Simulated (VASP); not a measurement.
# PbSe (e600) (Fm-3m) in VASP: further runs

PbSe (e600) is run at these levels: PBEsol; tasks: single point.

Program: VASP 6.6.1. These are calculated values, not measurements. Logs are shortened: lines on timing, memory, paths and dates and some standing lists are left out, and cuts for length are marked.

## 1. The cell of the first run

The structure is cubic, space group Fm-3m (No. 225). Conventional cell: a = 6.102 Å, b = 6.102 Å, c = 6.102 Å, α = 90.00°, β = 90.00°, γ = 90.00°. Pb (site symmetry m-3m) has 6 Se at 3.05 Å within 4.0 Å. Within 4.0 Å of Se (site symmetry m-3m) lie 6 Pb at 3.05 Å.

## 2. Single point, PBEsol

Contents of INCAR:

```
SYSTEM = PbSe
PREC = Accurate
ENCUT = 520
EDIFF = 1E-7
ISMEAR = 0
SIGMA = 0.01
LREAL = .False.
LASPH = .True.
NELM = 60
ALGO = Normal
ISIF = 2
LWAVE = .False.
LCHARG = .True.
GGA = PS
LELF = .True.
LVHAR = .True.
NBANDS = 17
```

Contents of KPOINTS:

```
regular mesh
0
Gamma
  8 8 8
  0 0 0
```

Contents of POSCAR:

```
PbSe
1.0
    0.0000000000      3.0512470458      3.0512470458
    3.0512470458      0.0000000000      3.0512470458
    3.0512470458      3.0512470458      0.0000000000
Pb Se
1 1
Direct
    0.0000000000      0.0000000000      0.0000000000
    0.5000000000      0.5000000000      0.5000000000
```

Potentials or basis: VASP PAW PBE potentials, release 64 (Pb_d, Se).

Run with:

```sh
$ cat potpaw_PBE.64/Pb_d/POTCAR potpaw_PBE.64/Se/POTCAR > POTCAR
$ mpirun -np 1 vasp_std > vasp.out
```

OUTCAR:

```text
SYSTEM = PbSe
   PREC = Accurate
   ENCUT = 520
   EDIFF = 1E-7
   ISMEAR = 0
   LREAL = .False.
   LASPH = .True.
   NELM = 60
   ISIF = 2
   GGA = PS

 ion  position               nearest neighbor table
   1  0.000  0.000  0.000-   2 3.05   2 3.05   2 3.05   2 3.05   2 3.05   2 3.05
   2  0.500  0.500  0.500-   1 3.05   1 3.05   1 3.05   1 3.05   1 3.05   1 3.05

  LATTYP: Found a face centered cubic cell.
 ALAT       =     6.1024940916

  Lattice vectors:

 A1 = (   0.0000000000,   3.0512470458,   3.0512470458)
 A2 = (   3.0512470458,   0.0000000000,   3.0512470458)
 A3 = (   3.0512470458,   3.0512470458,   0.0000000000)

Analysis of symmetry for initial positions (statically):
=====================================================================
 Subroutine PRICEL returns:
 Original cell was already a primitive cell.

 Routine SETGRP: Setting up the symmetry group for a
 face centered cubic supercell.

 Subroutine GETGRP returns: Found 48 space group operations
 (whereof 48 operations were pure point group operations)
 out of a pool of 48 trial point group operations.

The static configuration has the point symmetry O_h .

Analysis of symmetry for dynamics (positions and initial velocities):
=====================================================================
 Subroutine PRICEL returns:
 Original cell was already a primitive cell.

 Routine SETGRP: Setting up the symmetry group for a
 face centered cubic supercell.

 Subroutine GETGRP returns: Found 48 space group operations
 (whereof 48 operations were pure point group operations)
 out of a pool of 48 trial point group operations.

The dynamic configuration has the point symmetry O_h .

 Subroutine INISYM returns: Found 48 space group operations
 (whereof 48 operations are pure point group operations),
 and found     1 'primitive' translations

----------------------------------------------------------------------------------------

                                     Primitive cell

  volume of cell :      56.8149

  direct lattice vectors                    reciprocal lattice vectors
     0.000000000  3.051247046  3.051247046    -0.163867426  0.163867426  0.163867426
     3.051247046  0.000000000  3.051247046     0.163867426 -0.163867426  0.163867426
     3.051247046  3.051247046  0.000000000     0.163867426  0.163867426 -0.163867426

  length of vectors
     4.315114954  4.315114954  4.315114954     0.283826708  0.283826708  0.283826708

  position of ions in fractional coordinates (direct lattice)
     0.000000000  0.000000000  0.000000000
[... 78 lines left out ...]
   EDIFF  = 0.1E-06   stopping-criterion for ELM
   LREAL  =      F    real-space projection
   EDIFFG = 0.1E-05   stopping-criterion for IOM
   NSW    =      0    number of steps for IOM
   IBRION =     -1    ionic relax: 0-MD 1-quasi-New 2-CG
   NFREE  =      0    steps in history (QN), initial steepest desc. (CG)
   ISIF   =      2    stress and relaxation
   ISYM   =      2    0-nonsym 1-usesym 2-fastsym
   POTIM  = 0.5000    time-step for ionic-motion
   TEBEG  =    0.0;   TEEND  =   0.0 temperature during run
   PSTRESS=    0.0 pullay stress
   NELECT =      20.0000    total number of electrons
   NUPDOWN=      -1.0000    fix difference up-down
   EMIN   =  10.00;   EMAX   =-10.00  energy-range for DOS
   EFERMI =   0.00;   METHOD = LEGACY
   ISMEAR =     0;   SIGMA  =   0.01  broadening in eV -4-tet -1-fermi 0-gaus
   EFERMI_NEDOS =   21; number of points for ismear=-14 and -15
   IALGO  =     38    algorithm
   IMIX   =      4    mixing-type and parameters
     AMIX     =   0.40;   BMIX     =  1.00
     AMIX_MAG =   1.60;   BMIX_MAG =  1.00
  volume/ion in A,a.u.               =      28.41       191.70
  Fermi-wavevector in a.u.,A,eV,Ry     =   1.155928  2.184387 18.179691  1.336170
  Thomas-Fermi vector in A             =   2.292553
   LORBIT       =      0    0 simple, 1 ext, 2 COOP (PROOUT), +10 PAW based schemes
   GGA     = PS    functional components
   LHFCALC =     F    Hartree Fock is set to
   AEXX    =    0.0000 exact exchange contribution
   IVDW    =     0    specifies the selected vdW correction
   LEPSILON=     F    determine dielectric tensor
   LRPA    =     F    only Hartree local field effects (RPA)
 non-spin polarized calculation
 Gauss-broadening in eV      SIGMA  =   0.01
  energy-cutoff  :      520.00
  volume of cell :       56.81
 maximum number of plane-waves:      1543
   NGX = 17   NGY = 17   NGZ = 17

 number of electron      20.0000003 magnetization

 Free energy of the ion-electron system (eV)
  ---------------------------------------------------
  ext. energy  EPLUGINS =         0.00000000
  ---------------------------------------------------
  free energy    TOTEN  =        -8.91761267 eV

  energy without entropy =       -8.91761267  energy(sigma->0) =       -8.91761267

 E-fermi :   5.0994     XC(G=0):  -9.7616

 val. band max:        5.0327932911   @ k =   0.5000   0.0000   0.0000
 cond. band min:       5.2041817864   @ k =   0.5000   0.0000   0.0000
 fundamental gap:      0.1713884953
 Fermi energy:         5.0994069546

 k-point     1 :       0.0000    0.0000    0.0000
  band No.  band energies     occupation
      1     -11.7360      2.00000
      2     -11.7360      2.00000
      3     -11.7360      2.00000
      4     -11.7349      2.00000
      5     -11.7349      2.00000
      6      -8.6603      2.00000
[... 457 lines left out ...]
      4     -11.7143      2.00000
      5     -11.6983      2.00000
      6      -7.3577      2.00000
[... 9 lines left out ...]
     16      15.8320      0.00000
     17      15.8764      0.00000

 [... further k-points ...]

------------------------ aborting loop because EDIFF is reached ----------------------------------------

  FORCE on cell =-STRESS in cart. coord.  units (eV):
  Direction    XX          YY          ZZ          XY          YZ          ZX
  --------------------------------------------------------------------------------------
  -------------------------------------------------------------------------------------
  Total       -0.0005984     -0.0005984     -0.0005984      0.0000000      0.0000000      0.0000000
  in kB       -0.0168735     -0.0168735     -0.0168735      0.0000000      0.0000000      0.0000000
  external PRESSURE =      -0.0168735 kB  Pullay stress =       0.0000000 kB

 VOLUME and BASIS-vectors are now :
 -----------------------------------------------------------------------------
  energy-cutoff  :      520.00
  volume of cell :       56.81
      direct lattice vectors                 reciprocal lattice vectors
     0.000000000  3.051247046  3.051247046    -0.163867426  0.163867426  0.163867426
     3.051247046  0.000000000  3.051247046     0.163867426 -0.163867426  0.163867426
     3.051247046  3.051247046  0.000000000     0.163867426  0.163867426 -0.163867426

 POSITION                                       TOTAL-FORCE (eV/Angst)
 -----------------------------------------------------------------------------------
      0.00000      0.00000      0.00000         0.000000     -0.000000      0.000000
      3.05125      3.05125      3.05125        -0.000000      0.000000     -0.000000
 -----------------------------------------------------------------------------------
    total drift:                                0.000000     -0.000000     -0.000000

  FREE ENERGIE OF THE ION-ELECTRON SYSTEM (eV)
  ---------------------------------------------------
  free  energy   TOTEN  =        -8.9176126679 eV

  energy  without entropy=       -8.9176126679  energy(sigma->0) =       -8.91761267
```

stdout:

```text
POSCAR found type information on POSCAR PbSe
 POSCAR found :  2 types and       2 ions
 scaLAPACK will be used
 -----------------------------------------------------------------------------
|                                                                             |
|                                                                             |
|     You enforced a specific xc type in the INCAR file but a different       |
|     I HOPE YOU KNOW WHAT YOU ARE DOING!                                     |
|                                                                             |
 -----------------------------------------------------------------------------

 LDA part: xc-table for (Slater+PW92), standard interpolation
 POSCAR, INCAR and KPOINTS ok, starting setup
 FFT: planning ... GRIDC
 FFT: planning ... GRID_SOFT
 FFT: planning ... GRID
 WAVECAR not read
 entering main loop
```

Run time: 13 s. Hardware: 1 thread of Intel Xeon 6975P-C (Granite Rapids), shared host; peak memory 0.18 GiB.

Results:

* Free energy: -8.9176 eV
* Pressure: 0.0 GPa
* Band gap on the k mesh: 0.17 eV, direct

Levels at points of the mesh, in eV from the valence-band top:
```tsv
k point	band 7	band 8	band 9	band 10	band 11	band 12	band 13	band 14
(0.00, 0.00, 0.00)	-6.32	-1.92	-1.92	-1.92	4.69	4.69	4.69	6.42
(0.50, 0.00, 0.00)	-8.90	-1.50	-1.50	0.00	0.17	1.62	1.62	8.42
(0.50, 0.50, 0.00)	-7.43	-5.11	-3.31	-3.31	3.53	5.61	5.61	6.04
```

Caveat: the PAW data sets were made with another functional, which shifts forces and pressure a little; spin-orbit coupling is left out, which moves the levels of the heavy elements.

## 3. Single point, PBEsol

Contents of INCAR:

```
ALGO = Normal
EDIFF = 1E-6
ENCUT = 520
GGA = PS
ISIF = 2
ISMEAR = 0
LASPH = T
LCHARG = F
LREAL = F
LWAVE = F
NBANDS = 17
NELM = 60
PREC = Accurate
SIGMA = 0.01
```

Contents of KPOINTS:

```
k-points
0
Gamma
  8 8 8
```

POSCAR is that of step 2.

Potentials or basis: VASP PAW PBE potentials, release 64 (Pb_d, Se).

Run with:

```sh
$ cat potpaw_PBE.64/Pb_d/POTCAR potpaw_PBE.64/Se/POTCAR > POTCAR
$ mpirun -np 1 vasp_std > vasp.out
```

Wall time 11 s (1 thread of Intel Xeon 6975P-C (Granite Rapids), shared host); peak memory 0.18 GiB.

Results (log left out):

* Free energy: -8.9176 eV
* Pressure: 0.0 GPa
* Band gap on the k mesh: 0.17 eV, direct

Levels at points of the mesh, in eV from the valence-band top:
| k point | band 8 | band 9 | band 10 | band 11 | band 12 | band 13 |
| --- | --- | --- | --- | --- | --- | --- |
| (0.00, 0.00, 0.00) | -1.92 | -1.92 | -1.92 | 4.69 | 4.69 | 4.69 |
| (0.50, 0.00, 0.00) | -1.50 | -1.50 | 0.00 | 0.17 | 1.62 | 1.62 |
| (0.50, 0.50, 0.00) | -5.11 | -3.31 | -3.31 | 3.53 | 5.61 | 5.61 |

Caveat: the PAW data sets were made with another functional, which shifts forces and pressure a little; spin-orbit coupling is left out, which moves the levels of the heavy elements. A k mesh can miss the band edges.
